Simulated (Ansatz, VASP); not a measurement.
# Two plane-wave programs on Se

```
Se
1.0
     3.65080    0.00113    0.00934
    -0.01560    3.64507   -0.00096
    -0.31783   -1.77837    4.49082
Se
2
Direct
  0.77084 0.17812 0.91431
  0.22916 0.82188 0.08569
```

Alike in both runs: functional PBE; k mesh 6 × 6 × 4; occupations gaussian, width 0.1 eV; no spin polarisation.

Ansatz relaxed the structure, and its values are those at the end. VASP's run is a single point on that final structure, the one shown.

|  | VASP | Ansatz |
| --- | --- | --- |
| version | VASP 6.6.1 | Ansatz 0.2.0 |
| potentials or method | VASP PAW PBE potentials, release 64 (Se), cutoff 520 eV | scalar-relativistic, plane waves, PAW |
| valence electrons in the cell | 12 | 32 |

Ansatz gave:

```
gap on the k mesh at the Fermi level (eV) : 0.27
least direct gap on the mesh (eV)         : 0.96
pressure (GPa)                            : 0.1
rms of the force components (eV/Å)        : 0.016
```

Q: Estimate VASP's values.

A: gap on the k mesh at the Fermi level (eV): 0.27; least direct gap on the mesh (eV): 0.96; pressure (GPa): 0.2; rms of the force components (eV/Å): 0.022.

VASP's potentials hold 12 valence electrons a cell and Ansatz's 32, so a difference there can come from the potentials and not from the codes.
